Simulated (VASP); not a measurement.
Here is a VASP 6.6.1 calculation.

The input INCAR:

```
  PREC = Accurate
  ENCUT = 520
  EDIFF = 1E-6
  ISMEAR = 0
  SIGMA = 0.15
  LREAL = F
  LASPH = T
  NELM = 60
  ALGO = Normal
  ISIF = 2
  LWAVE = F
  LCHARG = F
  NBANDS = 11
```

Contents of KPOINTS:

```
Automatic mesh
0
Gamma
  20 20 20
```

Contents of POSCAR:

```
Pt
1.0
   -0.2920150933      1.7423567231      1.7423567231
    1.7423567231     -0.2920150933      1.7423567231
    1.7423567231      1.7423567231     -0.2920150933
Pt
1
Direct
    0.0000000000      0.0000000000      0.0000000000
```

Potentials or basis: VASP PAW LDA potentials, release 64 (Pt).

Run with:

```console
$ cat potpaw_LDA.64/Pt/POTCAR > POTCAR
$ mpirun -np 1 vasp_std > vasp.out
```

Estimate the band gap on the k mesh.

zero (band 5 reaches 15.74 eV, above the bottom of band 6 at 10.98 eV).

Predict the pressure.

69.3 GPa.

Stress tensor (GPa, compression positive):
```
69.31 22.51 22.51
22.51 69.31 22.51
22.51 22.51 69.31
```

Caveat: spin-orbit coupling is left out, which moves the levels of the heavy elements.
